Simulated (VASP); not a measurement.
Wanted: the native input for a VASP 6.6.1 run.

```
Task                   : single point
Functional             : PBE
Dispersion             : D3(BJ)
Potentials or basis    : VASP PAW PBE potentials, release 64 (Al)
Cutoff                 : 520 eV
k mesh                 : 26 × 26 × 26
Occupations            : gaussian, width 0.15 eV
Spin                   : no spin polarisation
Dipole correction      : no
Further INCAR settings : ALGO = Fast; EDIFF = 1e-07; NBANDS = 8
```

The structure of Al lies in POSCAR:

```
Al
1.0
    0.0000000000      1.9913628292      2.0411468999
    1.9913628292      0.0000000000      2.0411468999
    1.9913628292      1.9913628292      0.0000000000
Al
1
Direct
    0.0000000000      0.0000000000      0.0000000000
```

This cell differs from its parent crystal: strain +0.0250 x Voigt [0, 0, 1, 0, 0, 0].

The input as run:

INCAR

```
SYSTEM = Al
ALGO = Fast
EDIFF = 1E-7
ENCUT = 520
GGA = PE
ISIF = 2
ISMEAR = 0
IVDW = 12
LASPH = .TRUE.
LCHARG = .FALSE.
LREAL = .FALSE.
LWAVE = .FALSE.
NBANDS = 8
NELM = 100
PREC = Accurate
SIGMA = 0.15
```

KPOINTS

```
k-points
0
G
  26 26 26
  0 0 0
```

Potentials or basis: VASP PAW PBE potentials, release 64 (Al).

Command:

```sh
$ cat potpaw_PBE.64/Al/POTCAR > POTCAR
$ mpirun -np 1 vasp_std > vasp.out
```

It gave:

```
Pressure                   : -2.0 GPa
Dispersion energy per atom : -0.343 eV
```

Caveat: the cell differs from its parent crystal (strain +0.0250 x Voigt [0, 0, 1, 0, 0, 0]); pairwise dispersion overbinds metals, which lowers pressure and volume.

Run time: 68 s on 1 thread of Intel(R) Xeon(R) Platinum 8559C (Emerald Rapids) (shared host), peak memory 0.26 GiB.
